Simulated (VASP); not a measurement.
Runs of VASP 6.6.1 on K2ZrO2. The structure is that of space group P4/mbm (No. 127), or close to it. The cells are those of the table. 

| task | cell | k mesh | cutoff (eV) | gap on the mesh (eV) | pressure (GPa) | largest force (eV/Å) |
| --- | --- | --- | --- | --- | --- | --- |
| single point | a = 6.113, b = 6.113, c = 5.335 Å, 10 atoms | 4 × 4 × 4 | 520 | 0.07 | 0.2 | 0.01 |
| single point | a = 8.004, b = 8.004, c = 3.945 Å, 10 atoms | 2 × 2 × 4 | 520 | (b) | (a) | 2.19 |
| single point | a = 6.113, b = 6.113, c = 5.335 Å, 10 atoms | 2 × 2 × 4 | 520 | 0.31 | 0.2 | 0.01 |
| relaxation of cell and atoms | relaxed from a = 8.004, b = 8.004, c = 3.945 Å, 10 atoms | 2 × 2 × 4 | 600 | 0.32 | 0.0 | 0.03 |

Alike in all rows: level PBE; potentials or basis VASP PAW PBE potentials, release 64 (K_sv, Zr_sv, O); no spin polarisation; smearing gaussian 0.1 eV.

Fill in the values left out.

(a) -9.3; (b) 0.09.

Caveats: some runs use coarse meshes; forces of over 1 eV/Å act on the atoms, so gaps and moduli don't describe the material at rest (some runs).

A k mesh can miss the band edges, and the runs leave out spin-orbit coupling on Zr.
